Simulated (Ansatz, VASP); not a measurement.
Two plane-wave programs on C

```
C
1.0
     2.12732   -1.22828    0.00000
     2.12732    1.22828    0.00000
    -1.37907    0.00000    3.50283
C
2
Cartesian
  -0.6699 0.0000 3.5025
  3.5455 0.0000 0.0003
```

Alike in both runs: task single point; functional HSE06; k mesh 8 × 8 × 4; occupations fermi-dirac, width 0.05 eV; no spin polarisation.

```csv
,VASP,Ansatz
version,VASP 6.6.1,Ansatz 0.2.0
potentials or method,"VASP PAW PBE potentials, release 64 (C)",Ansatz PAW
plane-wave cutoff (eV),520,420
valence electrons in the cell,8,8
```

Ansatz gave:

```
gap on the k mesh at the Fermi level (eV)                     : 2.07
least direct gap on the mesh (eV)                             : 2.07
pressure (GPa)                                                : -1.9
traceless stress, the component that is largest in VASP (GPa) : 3.52
rms of the force components (eV/Å)                            : 0.004
```

Problem. What did VASP give for the same quantities?

Solution. gap on the k mesh at the Fermi level (eV): 2.07; least direct gap on the mesh (eV): 2.07; pressure (GPa): -1.3; traceless stress, the component that is largest in VASP (GPa): 2.84; rms of the force components (eV/Å): 0.004.

Atom by atom the forces differ by 0.000 eV/Å (rms over components).

The k mesh is coarse, so the values compare programs but aren't converged.
